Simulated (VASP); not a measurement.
# CuO (Cc) in VASP: notebook

Runs on CuO. Level: PBEsol. Tasks: single point.

All numbers are computed with VASP 6.6.1; they aren't measurements. Logs are shortened: lines on timing, memory, paths and dates and some standing lists are left out, and cuts for length are marked.

**1. The cell of the first run**

Symmetry: Cc, No. 9, monoclinic system. The conventional cell has a = 4.689 Å, b = 3.427 Å, c = 5.132 Å, α = 90.00°, β = 99.65°, γ = 90.00°. Within 2.5 Å of Cu (site symmetry 1) lie 4 O at 1.91 to 2.02 Å. O (site symmetry 1) has 4 Cu at 1.91 to 2.02 Å within 2.5 Å.

**2. Single point, PBEsol**

INCAR reads:

```
PREC = Accurate
ENCUT = 520
EDIFF = 1E-6
ISMEAR = 1
SIGMA = 0.05
LREAL = F
LASPH = T
NELM = 100
ALGO = Normal
ISIF = 2
LWAVE = F
LCHARG = F
GGA = PS
NBANDS = 25
```

KPOINTS reads:

```
regular mesh
0
Gamma
  16 16 8
```

POSCAR reads:

```
CuO
1.0
    2.3446500000     -1.7134000000      0.0000000000
    2.3446500000      1.7134000000      0.0000000000
   -0.8605500000      0.0000000000      5.0594400000
Cu O
2 2
Direct
    0.0032000000      0.4968000000      0.0000000000
    0.4968000000      0.0032000000      0.5000000000
    0.5714000000      0.4056000000      0.2537000000
    0.4056000000      0.5714000000      0.7537000000
```

Potentials or basis: VASP PAW PBE potentials, release 64 (Cu, O).

Command:

```
> cat potpaw_PBE.64/Cu/POTCAR potpaw_PBE.64/O/POTCAR > POTCAR
> mpirun -np 1 vasp_std > vasp.out
```

OUTCAR:

```text
PREC = Accurate
   ENCUT = 520
   EDIFF = 1E-6
   ISMEAR = 1
   LREAL = F
   LASPH = T
   NELM = 100
   ISIF = 2
   GGA = PS

 ion  position               nearest neighbor table
   1  0.003  0.497  0.000-   4 1.91   3 1.93   4 1.98   3 2.02
   2  0.497  0.003  0.500-   3 1.91   4 1.93   3 1.98   4 2.02
   3  0.571  0.406  0.254-   2 1.91   1 1.93   2 1.98   1 2.02
   4  0.406  0.571  0.754-   1 1.91   2 1.93   1 1.98   2 2.02

  LATTYP: Found a base centered monoclinic cell.
 ALAT       =     4.6893000000
 B/A-ratio  =     0.7307700510
 C/A-ratio  =     1.0944283424
 COS(beta)  =    -0.1676798048

  Lattice vectors:

 A1 = (   2.3446500000,  -1.7134000000,   0.0000000000)
 A2 = (   2.3446500000,   1.7134000000,   0.0000000000)
 A3 = (  -0.8605500000,   0.0000000000,   5.0594400000)

Analysis of symmetry for initial positions (statically):
=====================================================================
 Subroutine PRICEL returns:
 Original cell was already a primitive cell.

 Routine SETGRP: Setting up the symmetry group for a
 base centered monoclinic supercell.

 Subroutine GETGRP returns: Found  2 space group operations
 (whereof  1 operations were pure point group operations)
 out of a pool of  4 trial point group operations.

The static configuration has the point symmetry C_1 .
 The point group associated with its full space group is C_1h.

Analysis of symmetry for dynamics (positions and initial velocities):
=====================================================================
 Subroutine PRICEL returns:
 Original cell was already a primitive cell.

 Routine SETGRP: Setting up the symmetry group for a
 base centered monoclinic supercell.

 Subroutine GETGRP returns: Found  2 space group operations
 (whereof  1 operations were pure point group operations)
 out of a pool of  4 trial point group operations.

The dynamic configuration has the point symmetry C_1 .
 The point group associated with its full space group is C_1h.

 Subroutine INISYM returns: Found  2 space group operations
 (whereof  1 operations are pure point group operations),
 and found     1 'primitive' translations

----------------------------------------------------------------------------------------

                                     Primitive cell

  volume of cell :      40.6508
[... 83 lines left out ...]
 SYSTEM =  unknown system
   PREC   = accura    normal or accurate (medium, high low for compatibility)
   ISTART =      0    job   : 0-new  1-cont  2-samecut
   ICHARG =      2    charge: 1-file 2-atom 10-const
   ISPIN  =      1    spin polarized calculation?
   LNONCOLLINEAR =      F non collinear calculations
   LSORBIT =      F    spin-orbit coupling
   LASPH  =      T    aspherical Exc in radial PAW
   ENCUT  =  520.0 eV  38.22 Ry    6.18 a.u.   5.40  5.40  9.54*2*pi/ulx,y,z
   NELM   =    100;   NELMIN=  2; NELMDL= -5     # of ELM steps
   EDIFF  = 0.1E-05   stopping-criterion for ELM
   LREAL  =      F    real-space projection
[... 7 lines left out ...]
   TEBEG  =    0.0;   TEEND  =   0.0 temperature during run
   PSTRESS=    0.0 pullay stress
   NELECT =      34.0000    total number of electrons
   NUPDOWN=      -1.0000    fix difference up-down
   EMIN   =  10.00;   EMAX   =-10.00  energy-range for DOS
   EFERMI =   0.00;   METHOD = LEGACY
   ISMEAR =     1;   SIGMA  =   0.05  broadening in eV -4-tet -1-fermi 0-gaus
   EFERMI_NEDOS =   21; number of points for ismear=-14 and -15
   IALGO  =     38    algorithm
   IMIX   =      4    mixing-type and parameters
     AMIX     =   0.40;   BMIX     =  1.00
     AMIX_MAG =   1.60;   BMIX_MAG =  1.00
  volume/ion in A,a.u.               =      10.16        68.58
  Fermi-wavevector in a.u.,A,eV,Ry     =   1.542451  2.914810 32.370373  2.379155
  Thomas-Fermi vector in A             =   2.648254
   LORBIT       =      0    0 simple, 1 ext, 2 COOP (PROOUT), +10 PAW based schemes
   GGA     = PS    functional components
   LHFCALC =     F    Hartree Fock is set to
   AEXX    =    0.0000 exact exchange contribution
   IVDW    =     0    specifies the selected vdW correction
   LEPSILON=     F    determine dielectric tensor
   LRPA    =     F    only Hartree local field effects (RPA)
 non-spin polarized calculation
 Methfessel and Paxton  Order N= 1 SIGMA  =   0.05
  energy-cutoff  :      520.00
  volume of cell :       40.65
 maximum number of plane-waves:      1129
 NGX is ok and might be reduce to    24
   NGX = 11   NGY = 11   NGZ = 19

 number of electron      33.9999999 magnetization

 Free energy of the ion-electron system (eV)
  ---------------------------------------------------
  ext. energy  EPLUGINS =         0.00000000
  ---------------------------------------------------
  free energy    TOTEN  =       -21.29604586 eV

  energy without entropy =      -21.29607734  energy(sigma->0) =      -21.29605636

 E-fermi :   5.5110     XC(G=0): -12.1684

 val. band max:        5.5103709731   @ k =  -0.3125   0.0625   0.2500
 cond. band min:       5.5152337800   @ k =  -0.2500   0.3125   0.3750
 fundamental gap:      0.0048628069
 Fermi energy:         5.5109939101

 k-point     1 :       0.0000    0.0000    0.0000
  band No.  band energies     occupation
      1     -14.3322      2.00000
      2     -12.9865      2.00000
      3      -2.6743      2.00000
      4      -0.0471      2.00000
      5       0.3181      2.00000
      6       2.1252      2.00000
[... 661 lines left out ...]
     24      20.8604      0.00000
     25      22.2526      0.00000

 [... further k-points ...]

------------------------ aborting loop because EDIFF is reached ----------------------------------------

  FORCE on cell =-STRESS in cart. coord.  units (eV):
  Direction    XX          YY          ZZ          XY          YZ          ZX
  --------------------------------------------------------------------------------------
  -------------------------------------------------------------------------------------
  Total       -0.6046771     -0.0267353     -0.9098194      0.0000000      0.0000000     -0.2904990
  in kB      -23.8322393     -1.0537242    -35.8588651      0.0000000      0.0000000    -11.4494880
  external PRESSURE =     -20.2482762 kB  Pullay stress =       0.0000000 kB

 VOLUME and BASIS-vectors are now :
 -----------------------------------------------------------------------------
  energy-cutoff  :      520.00
  volume of cell :       40.65
      direct lattice vectors                 reciprocal lattice vectors
     2.344650000 -1.713400000  0.000000000     0.213251445 -0.291817439  0.036271510
     2.344650000  1.713400000  0.000000000     0.213251445  0.291817439  0.036271510
    -0.860550000  0.000000000  5.059440000     0.000000000  0.000000000  0.197650333

 POSITION                                       TOTAL-FORCE (eV/Angst)
 -----------------------------------------------------------------------------------
      1.17233      0.84573      0.00000        -0.614558      0.336493      0.236142
      0.74205     -0.84573      2.52972        -0.614558     -0.336493      0.236142
      2.07240     -0.28408      1.28358         0.614558      0.369478     -0.236142
      1.64213      0.28408      3.81330         0.614558     -0.369478     -0.236142
 -----------------------------------------------------------------------------------
    total drift:                               -0.000256      0.000000     -0.000522

  FREE ENERGIE OF THE ION-ELECTRON SYSTEM (eV)
  ---------------------------------------------------
  free  energy   TOTEN  =       -21.2960458650 eV

  energy  without entropy=      -21.2960773357  energy(sigma->0) =      -21.29605636
```

Wall time 3.3 min (1 thread of Intel Xeon 6975P-C (Granite Rapids), shared host); peak memory 0.54 GiB.

What came out:

```yaml
Free_energy: -21.2960 eV
Pressure: -2.0 GPa
Largest_force: 0.755 eV/Å
Band_gap_on_the_k_mesh: zero (bands 17 and 18 overlap by 0.73 eV)
```

Forces on the atoms (eV/Å):
```
Cu  -0.615  0.336  0.236
Cu  -0.615 -0.336  0.236
O    0.615  0.369 -0.236
O    0.615 -0.369 -0.236
```

Stress tensor (GPa, compression positive):
```
-2.38  0.00 -1.14
 0.00 -0.11  0.00
-1.14  0.00 -3.59
```

Levels at points of the mesh, in eV from the Fermi level:
```
           k point  band 13  band 14  band 15  band 16  band 17  band 18  band 19  band 20  band 21  band 22
(0.00, 0.00, 0.00)    -2.30    -2.20    -2.12    -1.63     0.22     0.92     1.65     5.92     8.10    13.23
(0.50, 0.00, 0.00)    -2.03    -1.58    -1.47    -1.38    -0.04     0.29     4.80     6.21     6.90    11.00
(0.50, 0.50, 0.00)    -2.11    -2.11    -1.68    -1.20    -0.63     1.07     3.27     6.96     8.48     9.93
(0.00, 0.00, 0.50)    -2.21    -2.21    -1.45    -1.45     0.24     0.24     3.87     3.87    11.57    11.57
(0.50, 0.00, 0.50)    -2.18    -2.13    -1.72    -1.58    -0.09     0.74     5.05     6.47     7.98     8.47
(0.50, 0.50, 0.50)    -1.64    -1.64    -1.28    -1.28    -0.43    -0.43     5.13     5.13     8.93     8.93
```

Caveat: the PAW data sets were made with another functional, which shifts forces and pressure a little; semilocal functionals often make such compounds metallic where correlation or magnetic order opens a gap, which also shifts bond lengths. With open d or f shells a metallic result of PBEsol can be an artefact of self-interaction; +U or a hybrid may open a gap.

**3. Single point, PBEsol**

INCAR reads:

```
SYSTEM = CuO
ALGO = Normal ; EDIFF = 1E-6
ENCUT = 520 ; GGA = PS
ISIF = 2 ; ISMEAR = -5
LASPH = .True. ; LCHARG = .False.
LREAL = .False. ; LWAVE = .False.
NBANDS = 25 ; NELM = 60
PREC = Accurate ; SIGMA = 0.1
```

KPOINTS reads:

```
k-points
0
Gamma
  16 16 8
  0 0 0
```

POSCAR is that of step 2.

Potentials or basis: VASP PAW PBE potentials, release 64 (Cu, O).

Command:

```
> cat potpaw_PBE.64/Cu/POTCAR potpaw_PBE.64/O/POTCAR > POTCAR
> mpirun -np 1 vasp_std > vasp.out
```

OUTCAR:

```text
SYSTEM = CuO
   EDIFF = 1E-6
   ENCUT = 520
   GGA = PS
   ISIF = 2
   ISMEAR = -5
   LASPH = .True.
   LREAL = .False.
   NELM = 60
   PREC = Accurate

 ion  position               nearest neighbor table
   1  0.003  0.497  0.000-   4 1.91   3 1.93   4 1.98   3 2.02
   2  0.497  0.003  0.500-   3 1.91   4 1.93   3 1.98   4 2.02
   3  0.571  0.406  0.254-   2 1.91   1 1.93   2 1.98   1 2.02
   4  0.406  0.571  0.754-   1 1.91   2 1.93   1 1.98   2 2.02

  LATTYP: Found a base centered monoclinic cell.
 ALAT       =     4.6893000000
 B/A-ratio  =     0.7307700510
 C/A-ratio  =     1.0944283424
 COS(beta)  =    -0.1676798048

  Lattice vectors:

 A1 = (   2.3446500000,  -1.7134000000,   0.0000000000)
 A2 = (   2.3446500000,   1.7134000000,   0.0000000000)
 A3 = (  -0.8605500000,   0.0000000000,   5.0594400000)

Analysis of symmetry for initial positions (statically):
=====================================================================
 Subroutine PRICEL returns:
 Original cell was already a primitive cell.

 Routine SETGRP: Setting up the symmetry group for a
 base centered monoclinic supercell.

 Subroutine GETGRP returns: Found  2 space group operations
[... 176 lines left out ...]
 val. band max:        5.5499992590   @ k =   0.3125   0.0625   0.0000
 cond. band min:       5.3992806840   @ k =  -0.1250   0.1250   0.5000
 fundamental gap:     -0.1507185750
 Fermi energy:         5.5072452108

 k-point     1 :       0.0000    0.0000    0.0000
  band No.  band energies     occupation
      1     -14.3309      2.00000
      2     -12.9850      2.00000
      3      -2.6739      2.00000
      4      -0.0468      2.00000
      5       0.3183      2.00000
      6       2.1244      2.00000
[... 661 lines left out ...]
     24      20.8601      0.00000
     25      22.2522      0.00000

 [... further k-points ...]

------------------------ aborting loop because EDIFF is reached ----------------------------------------

  FORCE on cell =-STRESS in cart. coord.  units (eV):
  Direction    XX          YY          ZZ          XY          YZ          ZX
  --------------------------------------------------------------------------------------
  -------------------------------------------------------------------------------------
  Total       -0.6237432     -0.0471214     -0.8998398      0.0000000      0.0000000     -0.2966350
  in kB      -24.5836960     -1.8572039    -35.4655381      0.0000000      0.0000000    -11.6913267
  external PRESSURE =     -20.6354793 kB  Pullay stress =       0.0000000 kB

 VOLUME and BASIS-vectors are now :
 -----------------------------------------------------------------------------
  energy-cutoff  :      520.00
  volume of cell :       40.65
      direct lattice vectors                 reciprocal lattice vectors
     2.344650000 -1.713400000  0.000000000     0.213251445 -0.291817439  0.036271510
     2.344650000  1.713400000  0.000000000     0.213251445  0.291817439  0.036271510
    -0.860550000  0.000000000  5.059440000     0.000000000  0.000000000  0.197650333

 POSITION                                       TOTAL-FORCE (eV/Angst)
 -----------------------------------------------------------------------------------
      1.17233      0.84573      0.00000        -0.605537      0.337162      0.236082
      0.74205     -0.84573      2.52972        -0.605537     -0.337162      0.236082
      2.07240     -0.28408      1.28358         0.605537      0.365934     -0.236082
      1.64213      0.28408      3.81330         0.605537     -0.365934     -0.236082
 -----------------------------------------------------------------------------------
    total drift:                               -0.000225      0.000000     -0.000536

  FREE ENERGIE OF THE ION-ELECTRON SYSTEM (eV)
  ---------------------------------------------------
  free  energy   TOTEN  =       -21.2961923591 eV

  energy  without entropy=      -21.2961923591  energy(sigma->0) =      -21.29619236
```

OSZICAR:

```text
N       E                     dE             d eps       ncg     rms          rms(c)
DAV:   1     0.291508567759E+03    0.29151E+03   -0.16384E+04 29508   0.215E+03
DAV:   2     0.872835244742E+01   -0.28278E+03   -0.26113E+03 28255   0.395E+02
DAV:   3    -0.260868944545E+02   -0.34815E+02   -0.33069E+02 34428   0.154E+02
DAV:   4    -0.272501744481E+02   -0.11633E+01   -0.11579E+01 34233   0.301E+01
DAV:   5    -0.272711694287E+02   -0.20995E-01   -0.20981E-01 36219   0.360E+00    0.174E+01
DAV:   6    -0.249755083961E+02    0.22957E+01   -0.36831E+01 39142   0.156E+02    0.136E+01
DAV:   7    -0.212469482229E+02    0.37286E+01   -0.10089E+01 33517   0.116E+02    0.255E+00
DAV:   8    -0.213388642862E+02   -0.91916E-01   -0.15078E+00 29288   0.849E+00    0.162E+00
DAV:   9    -0.212997210253E+02    0.39143E-01   -0.54960E-02 45348   0.598E+00    0.418E-01
DAV:  10    -0.212971269255E+02    0.25941E-02   -0.11312E-02 39667   0.136E+00    0.316E-01
DAV:  11    -0.212961647413E+02    0.96218E-03   -0.53107E-03 42550   0.681E-01    0.488E-02
DAV:  12    -0.212961823622E+02   -0.17621E-04   -0.34462E-04 36800   0.211E-01    0.341E-02
DAV:  13    -0.212961961393E+02   -0.13777E-04   -0.19341E-05 41519   0.650E-02    0.836E-03
DAV:  14    -0.212961936021E+02    0.25372E-05   -0.72932E-07 21403   0.169E-02    0.535E-03
DAV:  15    -0.212961923561E+02    0.12461E-05   -0.29358E-06 20926   0.154E-02    0.901E-04
DAV:  16    -0.212961923591E+02   -0.30236E-08   -0.27597E-07 14982   0.676E-03
   1 F= -.21296192E+02 E0= -.21296192E+02  d E =0.000000E+00
```

Wall time 3.5 min (1 thread of Intel Xeon 6975P-C (Granite Rapids), shared host); peak memory 0.55 GiB.

What came out:

```
Free energy            : -21.2962 eV
Pressure               : -2.1 GPa
Largest force          : 0.746 eV/Å
Band gap on the k mesh : zero (bands 17 and 18 overlap by 0.73 eV)
```

Forces in eV/Å, atoms in the order of the input:
```
Cu  -0.606  0.337  0.236
Cu  -0.606 -0.337  0.236
O    0.606  0.366 -0.236
O    0.606 -0.366 -0.236
```

Caveat: the PAW data sets were made with another functional, which shifts forces and pressure a little; semilocal functionals often make such compounds metallic where correlation or magnetic order opens a gap, which also shifts bond lengths; tetrahedron occupations give inexact forces and stress in metals.
